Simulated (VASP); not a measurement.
# Al (Fm-3m) in VASP: notebook

The runs below take Al through single point, with PBE.

All numbers are computed with VASP 6.6.1; they aren't measurements. Logs are shortened: lines on timing, memory, paths and dates and some standing lists are left out, and cuts for length are marked.

**1. The cell of the first run**

The structure is cubic, space group Fm-3m (No. 225). The conventional cell has a = 4.076 Å, b = 4.076 Å, c = 4.076 Å, α = 90.00°, β = 90.00°, γ = 90.00°. Al (site symmetry m-3m) has 12 Al at 2.88 Å within 3.8 Å.

**2. Single point, PBE**

Contents of INCAR:

```
PREC = Accurate
ENCUT = 520
EDIFF = 1E-7
ISMEAR = -1
SIGMA = 0.1
LREAL = F
LASPH = T
NELM = 100
ALGO = Normal
ISIF = 2
LWAVE = F
LCHARG = F
GGA = PE
NBANDS = 8
```

Contents of KPOINTS:

```
regular mesh
0
Gamma
  12 12 12
```

Contents of POSCAR:

```
Al
1.0
    0.0000000000      2.0382146954      2.0382146954
    2.0382146954      0.0000000000      2.0382146954
    2.0382146954      2.0382146954      0.0000000000
Al
1
Direct
    0.0000000000      0.0000000000      0.0000000000
```

Potentials or basis: VASP PAW PBE potentials, release 64 (Al).

The run is started by

```
$ cat potpaw_PBE.64/Al/POTCAR > POTCAR
$ mpirun -np 1 vasp_std > vasp.out
```

OUTCAR:

```text
PREC = Accurate
   ENCUT = 520
   EDIFF = 1E-7
   ISMEAR = -1
   LREAL = F
   LASPH = T
   NELM = 100
   ISIF = 2
   GGA = PE

 ion  position               nearest neighbor table
   1  0.000  0.000  0.000-

  LATTYP: Found a face centered cubic cell.
 ALAT       =     4.0764293908

  Lattice vectors:

 A1 = (   0.0000000000,   2.0382146954,   2.0382146954)
 A2 = (   2.0382146954,   0.0000000000,   2.0382146954)
 A3 = (   2.0382146954,   2.0382146954,   0.0000000000)

Analysis of symmetry for initial positions (statically):
=====================================================================
 Subroutine PRICEL returns:
 Original cell was already a primitive cell.

 Routine SETGRP: Setting up the symmetry group for a
 face centered cubic supercell.

 Subroutine GETGRP returns: Found 48 space group operations
 (whereof 48 operations were pure point group operations)
 out of a pool of 48 trial point group operations.

The static configuration has the point symmetry O_h .

Analysis of symmetry for dynamics (positions and initial velocities):
=====================================================================
 Subroutine PRICEL returns:
 Original cell was already a primitive cell.

 Routine SETGRP: Setting up the symmetry group for a
 face centered cubic supercell.

 Subroutine GETGRP returns: Found 48 space group operations
 (whereof 48 operations were pure point group operations)
 out of a pool of 48 trial point group operations.

The dynamic configuration has the point symmetry O_h .

 Subroutine INISYM returns: Found 48 space group operations
 (whereof 48 operations are pure point group operations),
 and found     1 'primitive' translations

----------------------------------------------------------------------------------------

                                     Primitive cell

  volume of cell :      16.9348

  direct lattice vectors                    reciprocal lattice vectors
     0.000000000  2.038214695  2.038214695    -0.245312724  0.245312724  0.245312724
     2.038214695  0.000000000  2.038214695     0.245312724 -0.245312724  0.245312724
     2.038214695  2.038214695  0.000000000     0.245312724  0.245312724 -0.245312724

  length of vectors
     2.882470865  2.882470865  2.882470865     0.424894103  0.424894103  0.424894103

  position of ions in fractional coordinates (direct lattice)
     0.000000000  0.000000000  0.000000000

[... 70 lines left out ...]
   LNONCOLLINEAR =      F non collinear calculations
   LSORBIT =      F    spin-orbit coupling
   LASPH  =      T    aspherical Exc in radial PAW
   ENCUT  =  520.0 eV  38.22 Ry    6.18 a.u.   5.36  5.36  5.36*2*pi/ulx,y,z
   NELM   =    100;   NELMIN=  2; NELMDL= -5     # of ELM steps
   EDIFF  = 0.1E-06   stopping-criterion for ELM
   LREAL  =      F    real-space projection
   EDIFFG = 0.1E-05   stopping-criterion for IOM
   NSW    =      0    number of steps for IOM
   IBRION =     -1    ionic relax: 0-MD 1-quasi-New 2-CG
   NFREE  =      0    steps in history (QN), initial steepest desc. (CG)
   ISIF   =      2    stress and relaxation
   ISYM   =      2    0-nonsym 1-usesym 2-fastsym
   POTIM  = 0.5000    time-step for ionic-motion
   TEBEG  =    0.0;   TEEND  =   0.0 temperature during run
   PSTRESS=    0.0 pullay stress
   NELECT =       3.0000    total number of electrons
   NUPDOWN=      -1.0000    fix difference up-down
   EMIN   =  10.00;   EMAX   =-10.00  energy-range for DOS
   EFERMI =   0.00;   METHOD = LEGACY
   ISMEAR =    -1;   SIGMA  =   0.10  broadening in eV -4-tet -1-fermi 0-gaus
   EFERMI_NEDOS =   21; number of points for ismear=-14 and -15
   IALGO  =     38    algorithm
   IMIX   =      4    mixing-type and parameters
     AMIX     =   0.40;   BMIX     =  1.00
     AMIX_MAG =   1.60;   BMIX_MAG =  1.00
  volume/ion in A,a.u.               =      16.93       114.28
  Fermi-wavevector in a.u.,A,eV,Ry     =   0.919437  1.737484 11.501882  0.845364
  Thomas-Fermi vector in A             =   2.044631
   LORBIT       =      0    0 simple, 1 ext, 2 COOP (PROOUT), +10 PAW based schemes
   GGA     = PE    functional components
   LHFCALC =     F    Hartree Fock is set to
   AEXX    =    0.0000 exact exchange contribution
   IVDW    =     0    specifies the selected vdW correction
   LEPSILON=     F    determine dielectric tensor
   LRPA    =     F    only Hartree local field effects (RPA)
 non-spin polarized calculation
  energy-cutoff  :      520.00
  volume of cell :       16.93
 maximum number of plane-waves:       471
 NGX is ok and might be reduce to    24
   NGX = 11   NGY = 11   NGZ = 11

 number of electron       3.0000000 magnetization

 Free energy of the ion-electron system (eV)
  ---------------------------------------------------
  ext. energy  EPLUGINS =         0.00000000
  ---------------------------------------------------
  free energy    TOTEN  =        -3.75738055 eV

  energy without entropy =       -3.74481409  energy(sigma->0) =       -3.75109732

 E-fermi :   7.6311     XC(G=0): -10.1026

 val. band max:        7.4987722482   @ k =   0.5000   0.2500   0.0833
 cond. band min:       7.6768214670   @ k =  -0.4167   0.4167   0.0833
 fundamental gap:      0.1780492188
 Fermi energy:         7.6310651675

 k-point     1 :       0.0000    0.0000    0.0000
  band No.  band energies     occupation
      1      -3.2242      2.00000
      2      20.2077      0.00000
      3      20.2077      0.00000
      4      20.2077      0.00000
      5      21.5053      0.00000
      6      21.5053      0.00000
      7      21.5053      0.00000
      8      24.0103      0.00000
[... 243 lines left out ...]
 k-point    24 :      -0.4167    0.1667    0.0000
  band No.  band energies     occupation
      1       3.2477      2.00000
      2       4.6689      2.00000
      3      13.1199      0.00000
      4      16.3476      0.00000
      5      18.1809      0.00000
      6      22.7766      0.00000
      7      25.4061      0.00000
      8      28.4006      0.00000

 [... further k-points ...]
[... 5 lines left out ...]
  --------------------------------------------------------------------------------------
  -------------------------------------------------------------------------------------
  Total       -0.1975696     -0.1975696     -0.1975696      0.0000000      0.0000000     -0.0000000
  in kB      -18.6917925    -18.6917925    -18.6917925      0.0000000      0.0000000     -0.0000000
  external PRESSURE =     -18.6917925 kB  Pullay stress =       0.0000000 kB

 VOLUME and BASIS-vectors are now :
 -----------------------------------------------------------------------------
  energy-cutoff  :      520.00
  volume of cell :       16.93
      direct lattice vectors                 reciprocal lattice vectors
     0.000000000  2.038214695  2.038214695    -0.245312724  0.245312724  0.245312724
     2.038214695  0.000000000  2.038214695     0.245312724 -0.245312724  0.245312724
     2.038214695  2.038214695  0.000000000     0.245312724  0.245312724 -0.245312724

 POSITION                                       TOTAL-FORCE (eV/Angst)
 -----------------------------------------------------------------------------------
      0.00000      0.00000      0.00000        -0.000000     -0.000000     -0.000000
 -----------------------------------------------------------------------------------
    total drift:                               -0.000000     -0.000000     -0.000000

  FREE ENERGIE OF THE ION-ELECTRON SYSTEM (eV)
  ---------------------------------------------------
  free  energy   TOTEN  =        -3.7573805537 eV

  energy  without entropy=       -3.7448140870  energy(sigma->0) =       -3.75109732
```

Wall time 5.7 s (1 thread of Intel Xeon Platinum 8375C at 2.90GHz (Ice Lake), shared host); peak memory 0.13 GiB.

Results:

- Free energy: -3.7574 eV
- Pressure: -1.9 GPa

**3. Single point, PBE**

This run uses another cell than the first one, of 17.27 Å³/atom, 1.020 times its volume.

Contents of INCAR:

```
SYSTEM = Al
PREC     = Accurate       ! precision mode
ENCUT    = 520            ! plane-wave cutoff, eV
EDIFF    = 1E-6           ! SCF threshold, eV
ISMEAR   = -1             ! smearing method
SIGMA    = 0.1            ! smearing width, eV
LREAL    = .False.        ! projectors in reciprocal space
LASPH    = .True.         ! aspherical terms in the spheres
NELM     = 60             ! most SCF steps
ALGO     = Normal         ! electronic algorithm
ISIF     = 2              ! what is computed and relaxed
LWAVE    = .False.        ! write WAVECAR
LCHARG   = .False.        ! write CHGCAR
GGA      = PE             ! functional
NBANDS   = 8              ! bands
```

Contents of KPOINTS:

```
regular mesh
0
Gamma
  12 12 12
  0 0 0
```

Contents of POSCAR:

```
Al
1.0
    0.0000000000      2.0514502267      2.0514502267
    2.0514502267      0.0000000000      2.0514502267
    2.0514502267      2.0514502267      0.0000000000
Al
1
Direct
    0.0000000000      0.0000000000      0.0000000000
```

Potentials or basis: VASP PAW PBE potentials, release 64 (Al).

The run is started by

```
$ cat potpaw_PBE.64/Al/POTCAR > POTCAR
$ mpirun -np 1 vasp_std > vasp.out
```

Wall time 5.7 s (1 thread of Intel Xeon Platinum 8375C at 2.90GHz (Ice Lake), shared host); peak memory 0.13 GiB.

Results (log left out):

- Free energy: -3.7521 eV
- Pressure: -3.2 GPa

Levels at points of the mesh, in eV from the Fermi level:
| k point | band 1 | band 2 | band 3 | band 4 | band 5 |
| --- | --- | --- | --- | --- | --- |
| (0.00, 0.00, 0.00) | -10.72 | 12.47 | 12.47 | 12.47 | 13.63 |
| (0.50, 0.00, 0.00) | -4.31 | -4.22 | 11.03 | 11.03 | 11.35 |
| (0.50, 0.50, 0.00) | -2.71 | -1.50 | 5.35 | 5.49 | 5.49 |

**4. Single point, PBE**

This run uses another cell than the first one, of 17.60 Å³/atom, 1.039 times its volume.

Contents of INCAR:

```
PREC     = Accurate       # precision mode
ENCUT    = 520            # plane-wave cutoff, eV
EDIFF    = 1E-6           # SCF threshold, eV
ISMEAR   = -1             # smearing method
SIGMA    = 0.1            # smearing width, eV
LREAL    = F              # projectors in reciprocal space
LASPH    = T              # aspherical terms in the spheres
NELM     = 100            # most SCF steps
ALGO     = Normal         # electronic algorithm
ISIF     = 2              # what is computed and relaxed
LWAVE    = F              # write WAVECAR
LCHARG   = F              # write CHGCAR
GGA      = PE             # functional
NBANDS   = 8              # bands
```

Contents of KPOINTS:

```
regular mesh
0
Gamma
  12 12 12
```

Contents of POSCAR:

```
Al
1.0
    0.0000000000      2.0645171409      2.0645171409
    2.0645171409      0.0000000000      2.0645171409
    2.0645171409      2.0645171409      0.0000000000
Al
1
Direct
    0.0000000000      0.0000000000      0.0000000000
```

Potentials or basis: VASP PAW PBE potentials, release 64 (Al).

The run is started by

```
$ cat potpaw_PBE.64/Al/POTCAR > POTCAR
$ mpirun -np 1 vasp_std > vasp.out
```

OUTCAR:

```text
PREC = Accurate
   ENCUT = 520
   EDIFF = 1E-6
   ISMEAR = -1
   LREAL = F
   LASPH = T
   NELM = 100
   ISIF = 2
   GGA = PE

 ion  position               nearest neighbor table
   1  0.000  0.000  0.000-

  LATTYP: Found a face centered cubic cell.
 ALAT       =     4.1290342818

  Lattice vectors:

 A1 = (   0.0000000000,   2.0645171409,   2.0645171409)
 A2 = (   2.0645171409,   0.0000000000,   2.0645171409)
 A3 = (   2.0645171409,   2.0645171409,   0.0000000000)

Analysis of symmetry for initial positions (statically):
=====================================================================
 Subroutine PRICEL returns:
 Original cell was already a primitive cell.

 Routine SETGRP: Setting up the symmetry group for a
 face centered cubic supercell.

 Subroutine GETGRP returns: Found 48 space group operations
 (whereof 48 operations were pure point group operations)
 out of a pool of 48 trial point group operations.

The static configuration has the point symmetry O_h .

Analysis of symmetry for dynamics (positions and initial velocities):
=====================================================================
 Subroutine PRICEL returns:
 Original cell was already a primitive cell.

 Routine SETGRP: Setting up the symmetry group for a
 face centered cubic supercell.

 Subroutine GETGRP returns: Found 48 space group operations
 (whereof 48 operations were pure point group operations)
 out of a pool of 48 trial point group operations.

The dynamic configuration has the point symmetry O_h .

 Subroutine INISYM returns: Found 48 space group operations
 (whereof 48 operations are pure point group operations),
 and found     1 'primitive' translations

----------------------------------------------------------------------------------------

                                     Primitive cell

[... 102 lines left out ...]
   EFERMI =   0.00;   METHOD = LEGACY
   ISMEAR =    -1;   SIGMA  =   0.10  broadening in eV -4-tet -1-fermi 0-gaus
   EFERMI_NEDOS =   21; number of points for ismear=-14 and -15
   IALGO  =     38    algorithm
   IMIX   =      4    mixing-type and parameters
     AMIX     =   0.40;   BMIX     =  1.00
     AMIX_MAG =   1.60;   BMIX_MAG =  1.00
  volume/ion in A,a.u.               =      17.60       118.76
  Fermi-wavevector in a.u.,A,eV,Ry     =   0.907723  1.715348 11.210675  0.823961
  Thomas-Fermi vector in A             =   2.031564
   LORBIT       =      0    0 simple, 1 ext, 2 COOP (PROOUT), +10 PAW based schemes
   GGA     = PE    functional components
   LHFCALC =     F    Hartree Fock is set to
   AEXX    =    0.0000 exact exchange contribution
   IVDW    =     0    specifies the selected vdW correction
   LEPSILON=     F    determine dielectric tensor
   LRPA    =     F    only Hartree local field effects (RPA)
 non-spin polarized calculation
  energy-cutoff  :      520.00
  volume of cell :       17.60
 maximum number of plane-waves:       495
 NGX is ok and might be reduce to    24
   NGX = 11   NGY = 11   NGZ = 11

 number of electron       3.0000000 magnetization

 Free energy of the ion-electron system (eV)
  ---------------------------------------------------
  ext. energy  EPLUGINS =         0.00000000
  ---------------------------------------------------
  free energy    TOTEN  =        -3.74434822 eV

  energy without entropy =       -3.73180302  energy(sigma->0) =       -3.73807562

 E-fermi :   7.2446     XC(G=0):  -9.9654

 val. band max:        7.1181781767   @ k =   0.5000   0.2500   0.0833
 cond. band min:       7.2840547512   @ k =  -0.4167   0.4167   0.0833
 fundamental gap:      0.1658765744
 Fermi energy:         7.2446272340

 k-point     1 :       0.0000    0.0000    0.0000
  band No.  band energies     occupation
      1      -3.3526      2.00000
      2      19.6117      0.00000
      3      19.6117      0.00000
      4      19.6117      0.00000
      5      20.6299      0.00000
      6      20.6299      0.00000
      7      20.6299      0.00000
      8      23.3507      0.00000
[... 243 lines left out ...]
 k-point    24 :      -0.4167    0.1667    0.0000
  band No.  band energies     occupation
      1       2.9666      2.00000
      2       4.3468      2.00000
      3      12.5868      0.00000
      4      15.7220      0.00000
      5      17.5336      0.00000
      6      22.0332      0.00000
      7      24.5428      0.00000
      8      27.5667      0.00000

 [... further k-points ...]
[... 5 lines left out ...]
  --------------------------------------------------------------------------------------
  -------------------------------------------------------------------------------------
  Total       -0.4765274     -0.4765274     -0.4765274      0.0000000      0.0000000      0.0000000
  in kB      -43.3823402    -43.3823402    -43.3823402      0.0000000      0.0000000      0.0000000
  external PRESSURE =     -43.3823402 kB  Pullay stress =       0.0000000 kB

 VOLUME and BASIS-vectors are now :
 -----------------------------------------------------------------------------
  energy-cutoff  :      520.00
  volume of cell :       17.60
      direct lattice vectors                 reciprocal lattice vectors
     0.000000000  2.064517141  2.064517141    -0.242187381  0.242187381  0.242187381
     2.064517141  0.000000000  2.064517141     0.242187381 -0.242187381  0.242187381
     2.064517141  2.064517141  0.000000000     0.242187381  0.242187381 -0.242187381

 POSITION                                       TOTAL-FORCE (eV/Angst)
 -----------------------------------------------------------------------------------
      0.00000      0.00000      0.00000         0.000000     -0.000000      0.000000
 -----------------------------------------------------------------------------------
    total drift:                               -0.000000      0.000000      0.000000

  FREE ENERGIE OF THE ION-ELECTRON SYSTEM (eV)
  ---------------------------------------------------
  free  energy   TOTEN  =        -3.7443482225 eV

  energy  without entropy=       -3.7318030237  energy(sigma->0) =       -3.73807562
```

stdout:

```text
POSCAR found type information on POSCAR Al
 POSCAR found :  1 types and       1 ions
 scaLAPACK will be used
 LDA part: xc-table for (Slater+PW92), standard interpolation
 POSCAR, INCAR and KPOINTS ok, starting setup
 FFT: planning ... GRIDC
 FFT: planning ... GRID_SOFT
 FFT: planning ... GRID
 WAVECAR not read
 entering main loop
```

Run time: 6.3 s. Hardware: 1 thread of Intel Xeon Platinum 8375C at 2.90GHz (Ice Lake), shared host; peak memory 0.13 GiB.

What came out:

```
Free energy : -3.7443 eV
Pressure    : -4.3 GPa
```

Levels at points of the mesh, in eV from the Fermi level:
```csv
k point,band 1,band 2,band 3,band 4,band 5
"(0.00, 0.00, 0.00)",-10.60,12.37,12.37,12.37,13.39
"(0.50, 0.00, 0.00)",-4.24,-4.20,10.84,10.84,11.27
"(0.50, 0.50, 0.00)",-2.67,-1.50,5.34,5.40,5.40
```

**5. The runs side by side**

```tsv
cell	gap on the mesh (eV)	pressure (GPa)
a = 2.882 Å, angles 60.0°, 1 atom	none	-1.9
a = 2.901 Å, angles 60.0°, 1 atom	none	-3.2
a = 2.920 Å, angles 60.0°, 1 atom	none	-4.3
```

Alike in all rows: task single point; level PBE; potentials or basis VASP PAW PBE potentials, release 64 (Al); no spin polarisation; k mesh 12 × 12 × 12; cutoff (eV) 520; smearing fermi-dirac 0.1 eV.

Total energies depend on the potentials used, so only differences within one code and one set of settings carry meaning.
